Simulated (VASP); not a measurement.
# BP (F-43m) in VASP: notebook

Runs on BP. Level: LDA. Tasks: vibrations by perturbation theory.

Everything below comes from runs of VASP 6.6.1. Logs are shortened: lines on timing, memory, paths and dates and some standing lists are left out, and cuts for length are marked.

### 1 The cell of the first run

The structure is cubic, space group F-43m (No. 216). Conventional cell: a = 4.523 Å, b = 4.523 Å, c = 4.523 Å, α = 90.00°, β = 90.00°, γ = 90.00°. Within 2.6 Å of B (site symmetry -43m) lie 4 P at 1.96 Å. Within 2.6 Å of P (site symmetry -43m) lie 4 B at 1.96 Å.

### 2 Vibrations by perturbation theory, LDA

File INCAR:

```
PREC = Accurate
ENCUT = 500
EDIFF = 1E-8
ISMEAR = 0
SIGMA = 0.01
LREAL = F
LASPH = T
NELM = 120
ALGO = Normal
ISIF = 2
LWAVE = F
LCHARG = T
NBANDS = 11
IBRION = 8
NSW = 1
GGA_COMPAT = F
```

File KPOINTS:

```
regular mesh
0
Gamma
  8 8 8
```

File POSCAR:

```
BP
1.0
    0.0000000000      2.2614113146      2.2614113146
    2.2614113146      0.0000000000      2.2614113146
    2.2614113146      2.2614113146      0.0000000000
B P
1 1
Direct
    0.0000000000      0.0000000000      0.0000000000
    0.2500000000      0.2500000000      0.2500000000
```

Potentials or basis: VASP PAW LDA potentials, release 64 (B, P).

Launch:

```sh
> cat potpaw_LDA.64/B/POTCAR potpaw_LDA.64/P/POTCAR > POTCAR
> mpirun -np 1 vasp_std > vasp.out
```

OUTCAR:

```text
PREC = Accurate
   ENCUT = 500
   EDIFF = 1E-8
   ISMEAR = 0
   LREAL = F
   LASPH = T
   NELM = 120
   ISIF = 2
   IBRION = 8
   NSW = 1

 ion  position               nearest neighbor table
   1  0.000  0.000  0.000-   2 1.96   2 1.96   2 1.96   2 1.96
   2  0.250  0.250  0.250-   1 1.96   1 1.96   1 1.96   1 1.96

  LATTYP: Found a face centered cubic cell.
 ALAT       =     4.5228226292

  Lattice vectors:

 A1 = (   0.0000000000,   2.2614113146,   2.2614113146)
 A2 = (   2.2614113146,   0.0000000000,   2.2614113146)
 A3 = (   2.2614113146,   2.2614113146,   0.0000000000)

Analysis of symmetry for initial positions (statically):
[... 5 lines left out ...]
 face centered cubic supercell.

 Subroutine GETGRP returns: Found 24 space group operations
 (whereof 24 operations were pure point group operations)
 out of a pool of 48 trial point group operations.

The static configuration has the point symmetry T_d .

Analysis of symmetry for dynamics (positions and initial velocities):
[... 5 lines left out ...]
 face centered cubic supercell.

 Subroutine GETGRP returns: Found 24 space group operations
 (whereof 24 operations were pure point group operations)
 out of a pool of 48 trial point group operations.

The dynamic configuration has the point symmetry T_d .

 Subroutine INISYM returns: Found 24 space group operations
 (whereof 24 operations are pure point group operations),
 and found     1 'primitive' translations

----------------------------------------------------------------------------------------

                                     Primitive cell

  volume of cell :      23.1296

  direct lattice vectors                    reciprocal lattice vectors
     0.000000000  2.261411315  2.261411315    -0.221100866  0.221100866  0.221100866
     2.261411315  0.000000000  2.261411315     0.221100866 -0.221100866  0.221100866
     2.261411315  2.261411315  0.000000000     0.221100866  0.221100866 -0.221100866

  length of vectors
     3.198118551  3.198118551  3.198118551     0.382957933  0.382957933  0.382957933

  position of ions in fractional coordinates (direct lattice)
     0.000000000  0.000000000  0.000000000
     0.250000000  0.250000000  0.250000000

  ion indices of the primitive-cell ions
   primitive index   ion index
                 1           1
                 2           2

----------------------------------------------------------------------------------------

 KPOINTS: regular mesh

Automatic generation of k-mesh.
 Grid dimensions read from file:
 generate k-points for:    8    8    8

 Generating k-lattice:

  Cartesian coordinates                     Fractional coordinates (reciprocal lattice)
    -0.027637608  0.027637608  0.027637608     0.125000000  0.000000000  0.000000000
     0.027637608 -0.027637608  0.027637608     0.000000000  0.125000000  0.000000000
     0.027637608  0.027637608 -0.027637608     0.000000000  0.000000000  0.125000000

  Length of vectors
     0.047869742  0.047869742  0.047869742

  Shift w.r.t. Gamma in fractional coordinates (k-lattice)
     0.000000000  0.000000000  0.000000000

 Subroutine IBZKPT returns following result:
 ===========================================

 Found     29 irreducible k-points:

 Following reciprocal coordinates:
            Coordinates               Weight
  0.000000  0.000000  0.000000      1.000000
  0.125000  0.000000  0.000000      8.000000
  0.250000  0.000000  0.000000      8.000000
  0.375000  0.000000  0.000000      8.000000
[... 61 lines left out ...]
  Fermi-wavevector in a.u.,A,eV,Ry     =   1.149164  2.171605 17.967547  1.320577
  Thomas-Fermi vector in A             =   2.285835
   LORBIT       =      0    0 simple, 1 ext, 2 COOP (PROOUT), +10 PAW based schemes
   GGA     = CA    functional components
   LHFCALC =     F    Hartree Fock is set to
   AEXX    =    0.0000 exact exchange contribution
   IVDW    =     0    specifies the selected vdW correction
   LEPSILON=     F    determine dielectric tensor
   LRPA    =     F    only Hartree local field effects (RPA)
 non-spin polarized calculation
 Gauss-broadening in eV      SIGMA  =   0.01
  energy-cutoff  :      500.00
  volume of cell :       23.13
 maximum number of plane-waves:       604
   NGX = 11   NGY = 11   NGZ = 11

--------------------------------------- Ionic step        1  -------------------------------------------

 number of electron       8.0000001 magnetization

 Free energy of the ion-electron system (eV)
  ---------------------------------------------------
  ext. energy  EPLUGINS =         0.00000000
  ---------------------------------------------------
  free energy    TOTEN  =       -14.39136714 eV

  energy without entropy =      -14.39136714  energy(sigma->0) =      -14.39136714

 E-fermi :   7.6215     XC(G=0): -11.1292

 val. band max:        7.5274769757   @ k =   0.0000   0.0000   0.0000
 cond. band min:       8.7338989348   @ k =   0.3750   0.3750   0.0000
 fundamental gap:      1.2064219591
 Fermi energy:         7.6215379002

 k-point     1 :       0.0000    0.0000    0.0000
  band No.  band energies     occupation
      1      -7.9521      2.00000
      2       7.5275      2.00000
      3       7.5275      2.00000
      4       7.5275      2.00000
      5      10.9210      0.00000
      6      10.9210      0.00000
      7      10.9210      0.00000
      8      15.0496      0.00000
      9      18.8538      0.00000
     10      19.7378      0.00000
     11      19.7378      0.00000
[... 309 lines left out ...]
 k-point    24 :      -0.3750    0.2500    0.1250
  band No.  band energies     occupation
      1      -3.9225      2.00000
      2      -0.9443      2.00000
      3       2.9915      2.00000
      4       4.3831      2.00000
      5      11.6447      0.00000
      6      12.7350      0.00000
      7      15.8471      0.00000
      8      17.2707      0.00000
      9      17.9330      0.00000
     10      21.9358      0.00000
     11      24.2756      0.00000

 [... further k-points ...]
[... 5 lines left out ...]
  --------------------------------------------------------------------------------------
  -------------------------------------------------------------------------------------
  Total       -0.5353363     -0.5353363     -0.5353363     -0.0000000      0.0000000     -0.0000000
  in kB      -37.0824626    -37.0824626    -37.0824626     -0.0000000      0.0000000     -0.0000000
  external PRESSURE =     -37.0824626 kB  Pullay stress =       0.0000000 kB

 VOLUME and BASIS-vectors are now :
 -----------------------------------------------------------------------------
  energy-cutoff  :      500.00
  volume of cell :       23.13
      direct lattice vectors                 reciprocal lattice vectors
     0.000000000  2.261411315  2.261411315    -0.221100866  0.221100866  0.221100866
     2.261411315  0.000000000  2.261411315     0.221100866 -0.221100866  0.221100866
     2.261411315  2.261411315  0.000000000     0.221100866  0.221100866 -0.221100866

 POSITION                                       TOTAL-FORCE (eV/Angst)
 -----------------------------------------------------------------------------------
      0.00000      0.00000      0.00000        -0.000000     -0.000000     -0.000000
      1.13071      1.13071      1.13071         0.000000      0.000000      0.000000
 -----------------------------------------------------------------------------------
    total drift:                                0.000000      0.000000      0.000000

  FREE ENERGIE OF THE ION-ELECTRON SYSTEM (eV)
  ---------------------------------------------------
  free  energy   TOTEN  =       -14.3913671418 eV

  energy  without entropy=      -14.3913671418  energy(sigma->0) =      -14.39136714

[... ionic steps 2 to 3 ...]

--------------------------------------- Ionic step        4  -------------------------------------------

------------------------ aborting loop because EDIFF is reached ----------------------------------------

[... ionic steps 5 to 6 ...]

--------------------------------------- Ionic step        7  -------------------------------------------

 Free energy of the ion-electron system (eV)
  ---------------------------------------------------
  ---------------------------------------------------
  free energy    TOTEN  =        -0.04125608 eV

  energy without entropy =       -0.04125608

------------------------ aborting loop because EDIFF is reached ----------------------------------------

 INTERNAL STRAIN TENSOR  FOR ION    2  DIRECTION 1   (eV/Angst):
 -----------------------------------------------------------------------------
     0.00620  0.00000  0.00000
     0.00000  0.00013 -6.55638
     0.00000 -6.55638  0.00013

 INTERNAL STRAIN TENSOR FOR ION    2 for displacements in x,y,z  (eV/Angst):
          X           Y           Z          XY          YZ          ZX
  --------------------------------------------------------------------------------
  x     0.00000     0.00000     0.00000     0.00000    -6.55638     0.00000
  y     0.00000     0.00000     0.00000     0.00000     0.00000    -6.55638
  z     0.00000     0.00000     0.00000    -6.55638     0.00000     0.00000

 SECOND DERIVATIVES (NOT SYMMETRIZED)
 ------------------------------------
               1X          1Y          1Z          2X          2Y          2Z
  1X   -18.943725    0.000000    0.000000   18.943725    0.000000    0.000000
  1Y     0.000000  -18.943725    0.000000    0.000000   18.943725    0.000000
  1Z     0.000000    0.000000  -18.943725    0.000000    0.000000   18.943725
  2X    18.948238    0.000000    0.000000  -18.948238    0.000000    0.000000
  2Y     0.000000   18.948238    0.000000    0.000000  -18.948238    0.000000
  2Z     0.000000    0.000000   18.948238    0.000000    0.000000  -18.948238

 Eigenvectors and eigenvalues of the dynamical matrix
 ----------------------------------------------------

   1 f  =   24.036732 THz   151.027243 2PiTHz  801.779083 cm-1    99.407892 meV
             X         Y         Z           dx          dy          dz
      0.000000  0.000000  0.000000     0.860944    0.000000    0.000000
      1.130706  1.130706  1.130706    -0.508699    0.000000    0.000000
[... 21 lines left out ...]
   6 f/i=    0.001254 THz     0.007878 2PiTHz    0.041823 cm-1     0.005185 meV
             X         Y         Z           dx          dy          dz
      0.000000  0.000000  0.000000     0.451482   -0.141698    0.186709
      1.130706  1.130706  1.130706     0.764108   -0.239816    0.315994

--------------------------------------------------------------------------------------------------------

 ELASTIC MODULI CONTR FROM IONIC RELAXATION (kBar)
 Direction    XX          YY          ZZ          XY          YZ          ZX
 --------------------------------------------------------------------------------
 XX          -0.0000      0.0000      0.0000     -0.0000      0.0000      0.0000
 YY           0.0000     -0.0000      0.0000     -0.0000     -0.0000      0.0000
 ZZ           0.0000      0.0000     -0.0000      0.0000     -0.0000      0.0000
 XY          -0.0000     -0.0000      0.0000   -167.6919      0.0000     -0.0000
 YZ           0.0000     -0.0000     -0.0000      0.0000   -167.6919      0.0000
 ZX           0.0000      0.0000      0.0000     -0.0000      0.0000   -167.6919
 --------------------------------------------------------------------------------
```

It took 63 s on 1 thread of AMD EPYC 7R43 (Zen 3), shared host; peak memory 0.13 GiB.

What came out:

| Property | Result |
| --- | --- |
| Highest phonon frequency at Γ, LO-TO splitting left out | 802 cm⁻¹ |

Phonon frequencies in cm⁻¹ (negative: imaginary):
```csv
q point,frequencies
"(0.000, 0.000, 0.000)",0 0 0 802 802 802
```

Caveat: the cell wasn't relaxed at this level first, which shifts response properties.

### 3 Vibrations by perturbation theory, LDA

This run uses another cell than the first one, of 11.68 Å³/atom, 1.010 times its volume.

File INCAR:

```
  ALGO = Normal
  EDIFF = 1E-8
  ENCUT = 500
  GGA_COMPAT = F
  IBRION = 8
  ISIF = 2
  ISMEAR = 0
  LASPH = T
  LCHARG = F
  LREAL = F
  LWAVE = F
  NELM = 120
  NSW = 1
  PREC = Accurate
  SIGMA = 0.01
```

File KPOINTS:

```
k-points
0
Gamma
  8 8 8
```

File POSCAR:

```
BP
1.0
    0.0000000000      2.2690000000      2.2690000000
    2.2690000000      0.0000000000      2.2690000000
    2.2690000000      2.2690000000      0.0000000000
B P
1 1
Direct
    0.0000000000      0.0000000000      0.0000000000
    0.2500000000      0.2500000000      0.2500000000
```

Potentials or basis: VASP PAW LDA potentials, release 64 (B, P).

Launch:

```sh
> cat potpaw_LDA.64/B/POTCAR potpaw_LDA.64/P/POTCAR > POTCAR
> mpirun -np 1 vasp_std > vasp.out
```

OUTCAR:

```text
EDIFF = 1E-8
   ENCUT = 500
   IBRION = 8
   ISIF = 2
   ISMEAR = 0
   LASPH = T
   LREAL = F
   NELM = 120
   NSW = 1
   PREC = Accurate

 ion  position               nearest neighbor table
   1  0.000  0.000  0.000-   2 1.97   2 1.97   2 1.97   2 1.97
   2  0.250  0.250  0.250-   1 1.97   1 1.97   1 1.97   1 1.97

  LATTYP: Found a face centered cubic cell.
 ALAT       =     4.5380000000

  Lattice vectors:

 A1 = (   0.0000000000,   2.2690000000,   2.2690000000)
 A2 = (   2.2690000000,   0.0000000000,   2.2690000000)
 A3 = (   2.2690000000,   2.2690000000,   0.0000000000)

Analysis of symmetry for initial positions (statically):
[... 5 lines left out ...]
 face centered cubic supercell.

 Subroutine GETGRP returns: Found 24 space group operations
 (whereof 24 operations were pure point group operations)
 out of a pool of 48 trial point group operations.

The static configuration has the point symmetry T_d .

Analysis of symmetry for dynamics (positions and initial velocities):
[... 5 lines left out ...]
 face centered cubic supercell.

 Subroutine GETGRP returns: Found 24 space group operations
 (whereof 24 operations were pure point group operations)
 out of a pool of 48 trial point group operations.

The dynamic configuration has the point symmetry T_d .

 Subroutine INISYM returns: Found 24 space group operations
 (whereof 24 operations are pure point group operations),
 and found     1 'primitive' translations

----------------------------------------------------------------------------------------

                                     Primitive cell

  volume of cell :      23.3633

  direct lattice vectors                    reciprocal lattice vectors
     0.000000000  2.269000000  2.269000000    -0.220361393  0.220361393  0.220361393
[... 433 lines left out ...]
    total drift:                                0.000000      0.000000      0.000000

  FREE ENERGIE OF THE ION-ELECTRON SYSTEM (eV)
  ---------------------------------------------------
  free  energy   TOTEN  =       -14.3848929644 eV

  energy  without entropy=      -14.3848929644  energy(sigma->0) =      -14.38489296

[... ionic steps 2 to 3 ...]

--------------------------------------- Ionic step        4  -------------------------------------------

------------------------ aborting loop because EDIFF is reached ----------------------------------------

[... ionic steps 5 to 6 ...]

--------------------------------------- Ionic step        7  -------------------------------------------

 Free energy of the ion-electron system (eV)
  ---------------------------------------------------
  ---------------------------------------------------
  free energy    TOTEN  =        -0.04127870 eV

  energy without entropy =       -0.04127870

------------------------ aborting loop because EDIFF is reached ----------------------------------------

 INTERNAL STRAIN TENSOR  FOR ION    2  DIRECTION 1   (eV/Angst):
 -----------------------------------------------------------------------------
     0.00609  0.00000  0.00000
     0.00000  0.00018 -6.13083
     0.00000 -6.13083  0.00018

 INTERNAL STRAIN TENSOR FOR ION    2 for displacements in x,y,z  (eV/Angst):
          X           Y           Z          XY          YZ          ZX
  --------------------------------------------------------------------------------
  x     0.00000     0.00000     0.00000     0.00000    -6.13083     0.00000
  y     0.00000     0.00000     0.00000     0.00000     0.00000    -6.13083
  z     0.00000     0.00000     0.00000    -6.13083     0.00000     0.00000

 SECOND DERIVATIVES (NOT SYMMETRIZED)
 ------------------------------------
               1X          1Y          1Z          2X          2Y          2Z
  1X   -18.567180    0.000000    0.000000   18.567180    0.000000    0.000000
  1Y     0.000000  -18.567180    0.000000    0.000000   18.567180    0.000000
  1Z     0.000000    0.000000  -18.567180    0.000000    0.000000   18.567180
  2X    18.572054    0.000000    0.000000  -18.572054    0.000000    0.000000
  2Y     0.000000   18.572054    0.000000    0.000000  -18.572054    0.000000
  2Z     0.000000    0.000000   18.572054    0.000000    0.000000  -18.572054

 Eigenvectors and eigenvalues of the dynamical matrix
 ----------------------------------------------------

   1 f  =   23.796718 THz   149.519192 2PiTHz  793.773087 cm-1    98.415276 meV
             X         Y         Z           dx          dy          dz
      0.000000  0.000000  0.000000     0.000000    0.860942    0.000000
      1.134500  1.134500  1.134500     0.000000   -0.508704    0.000000
[... 21 lines left out ...]
   6 f/i=    0.001368 THz     0.008594 2PiTHz    0.045626 cm-1     0.005657 meV
             X         Y         Z           dx          dy          dz
      0.000000  0.000000  0.000000     0.000000    0.000000   -0.508704
      1.134500  1.134500  1.134500     0.000000    0.000000   -0.860942

--------------------------------------------------------------------------------------------------------

 ELASTIC MODULI CONTR FROM IONIC RELAXATION (kBar)
 Direction    XX          YY          ZZ          XY          YZ          ZX
 --------------------------------------------------------------------------------
 XX          -0.0000      0.0000      0.0000      0.0000     -0.0000     -0.0000
 YY           0.0000     -0.0000      0.0000      0.0000      0.0000      0.0000
 ZZ           0.0000      0.0000     -0.0000     -0.0000      0.0000     -0.0000
 XY           0.0000      0.0000     -0.0000   -148.6304      0.0000      0.0000
 YZ          -0.0000      0.0000      0.0000      0.0000   -148.6304      0.0000
 ZX          -0.0000      0.0000     -0.0000      0.0000      0.0000   -148.6304
 --------------------------------------------------------------------------------
```

It took 44 s on 1 thread of AMD EPYC 7R43 (Zen 3), shared host; peak memory 0.13 GiB.

What came out:

```
Highest phonon frequency at Γ, LO-TO splitting left out : 794 cm⁻¹
```

Phonon frequencies in cm⁻¹ (negative: imaginary):
```csv
q point,frequencies
"(0.000, 0.000, 0.000)",0 0 0 794 794 794
```

Caveat: the cell wasn't relaxed at this level first, which shifts response properties.

(Part 1 of 2 ends here.)
